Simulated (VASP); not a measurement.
Input of a VASP 6.6.1 run:

File INCAR:

```
SYSTEM = BP
  ALGO = Normal
  EDIFF = 1E-8
  ENCUT = 600
  GGA = PS
  IBRION = 6
  ISIF = 3
  ISMEAR = 0
  LASPH = .TRUE.
  LCHARG = .FALSE.
  LREAL = .FALSE.
  LWAVE = .FALSE.
  NELM = 80
  NFREE = 2
  NSW = 1
  POTIM = 0.015
  PREC = Accurate
  SIGMA = 0.01
```

The input KPOINTS:

```
k-points
0
G
  8 8 8
  0 0 0
```

Contents of POSCAR:

```
BP
1.0
    2.2600718497      2.2600718497      0.0000000000
   -2.2600718497      2.2600718497      0.0000000000
    0.0000000000      2.2600718497      2.2600718497
B P
1 1
Direct
    0.0000000000      0.0000000000      0.0000000000
    0.7500000000      0.2500000000      0.5000000000
```

Potentials or basis: VASP PAW PBE potentials, release 64 (B, P).

Launch:

```sh
$ cat potpaw_PBE.64/B/POTCAR potpaw_PBE.64/P/POTCAR > POTCAR
$ mpirun -np 1 vasp_std > vasp.out
```

Estimate the elastic constants C11, C12, C44.

346, 81, 188 GPa.

What does it give for the Voigt bulk modulus?

170 GPa.

What does it give for the highest phonon frequency at Γ, LO-TO splitting left out?

811 cm⁻¹.

Phonon frequencies in cm⁻¹ (negative: imaginary):
```csv
q point,frequencies
"(0.000, 0.000, 0.000)",0 0 0 811 811 811
```

Caveat: the PAW data sets were made with another functional, which shifts forces and pressure a little.
